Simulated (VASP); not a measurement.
TiC, 2 atoms in the cell. Symmetry: I4/mmm, No. 139, tetragonal system. The conventional cell has a = 3.063 Å, b = 3.063 Å, c = 4.245 Å, α = 90.00°, β = 90.00°, γ = 90.00°. Ti (site symmetry 4/mmm) has 6 C at 2.12 to 2.17 Å within 2.8 Å. Within 2.8 Å of C (site symmetry 4/mmm) lie 6 Ti at 2.12 to 2.17 Å. 

```yaml
Program: VASP 6.6.1
Task: single point
Functional: PBE
Potentials_or_basis: VASP PAW PBE potentials, release 64 (Ti_sv, C)
Cutoff: 520 eV
k_mesh: 9 × 9 × 9
Occupations: fermi-dirac, width 0.05 eV
Spin: no spin polarisation
Dipole_correction: no
Further_INCAR_settings: ALGO = Normal; EDIFF = 1e-07; NBANDS = 15
```

Potentials or basis: VASP PAW PBE potentials, release 64 (Ti_sv, C).

Run with:

```bash
$ cat potpaw_PBE.64/Ti_sv/POTCAR potpaw_PBE.64/C/POTCAR > POTCAR
$ mpirun -np 1 vasp_std > vasp.out
```

Hardware: 1 thread of AMD EPYC 7R43 64-Core Processor (Zen 3), with other jobs on the host.

Question: Estimate the wall time of this run.

Answer: It took 25 s on 1 thread of AMD EPYC 7R43 64-Core Processor (Zen 3) (shared host), peak memory 0.12 GiB. Counts: scf iterations 16, k points 75.
